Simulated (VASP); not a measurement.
Wanted: the native input for a VASP 6.6.1 run.

```yaml
Task: single point
Functional: PBEsol
Potentials_or_basis: VASP PAW PBE potentials, release 64 (N, B)
Cutoff: 520 eV
k_mesh: 13 × 13 × 9
Occupations: fermi-dirac, width 0.05 eV
Spin: no spin polarisation
Dipole_correction: no
Further_INCAR_settings: ALGO = Normal; EDIFF = 1e-07; NBANDS = 11
```

The structure of BN lies in POSCAR:

```
BN
1.0
    2.4741443238      0.0000000000      0.0000000000
   -1.2298612564      2.1468189082      0.0000000000
   -0.6221415337     -1.0734094541      2.9816898573
N B
1 1
Direct
    0.6685060000      0.3323850000      0.9849990000
    0.9796430000      0.9834990000      0.0018060000
```

The input as run:

INCAR

```
PREC = Accurate
ENCUT = 520
EDIFF = 1E-7
ISMEAR = -1
SIGMA = 0.05
LREAL = F
LASPH = T
NELM = 80
ALGO = Normal
ISIF = 2
LWAVE = F
LCHARG = F
GGA = PS
NBANDS = 11
```

KPOINTS

```
regular mesh
0
Gamma
  13 13 9
```

Potentials or basis: VASP PAW PBE potentials, release 64 (N, B).

The run is started by

```sh
$ cat potpaw_PBE.64/N/POTCAR potpaw_PBE.64/B/POTCAR > POTCAR
$ mpirun -np 1 vasp_std > vasp.out
```

It gave:

- Pressure: 13.8 GPa
- Largest force: 2.997 eV/Å
- Band gap on the k mesh: 2.68 eV (least direct gap 4.56 eV)

Caveat: the cell stands under pressure; the PAW data sets were made with another functional, which shifts forces and pressure a little; an odd mesh through Γ misses points on the zone boundary, where band edges can lie.

Run time: 100 s on 1 thread of Intel Xeon 8259CL, on a shared host, peak memory 0.23 GiB.
